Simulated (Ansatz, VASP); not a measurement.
## One calculation of FeCo, two programs

```
CELL_PARAMETERS angstrom
2.85700 0.00000 0.00000
0.00000 2.85700 0.00000
0.00000 0.00000 2.85700
ATOMIC_POSITIONS crystal
Fe 0.50000 0.50000 0.50000
Co 0.00000 0.00000 0.00000
```

Alike in both runs: task single point; functional LDA; k mesh 8 × 8 × 8; occupations gaussian, width 0.1 eV; collinear spin.

|  | VASP | Ansatz |
| --- | --- | --- |
| version | VASP 6.6.1 | Ansatz 0.2.0 |
| potentials or method | VASP PAW LDA potentials, release 64 (Fe, Co), cutoff 600 eV | plane waves, PAW |
| valence electrons in the cell | 17 | 33 |

```csv
,VASP,Ansatz,Ansatz less VASP
net moment per atom (μB),0.03,2.29,+2.252
size of the moment on the site where the two differ most (μB),0.80,2.78,+1.988
```

The net moments are unlike, so the other rows may belong to different states. LDA's correlation is that of Perdew and Zunger in VASP and of Perdew and Wang (1992) in Ansatz. Site moments also hang on the region over which each program counts them. VASP's potentials hold 17 valence electrons a cell and Ansatz's 33, so a difference there can come from the potentials and not from the codes. Ansatz's warnings: seeded moment not kept.
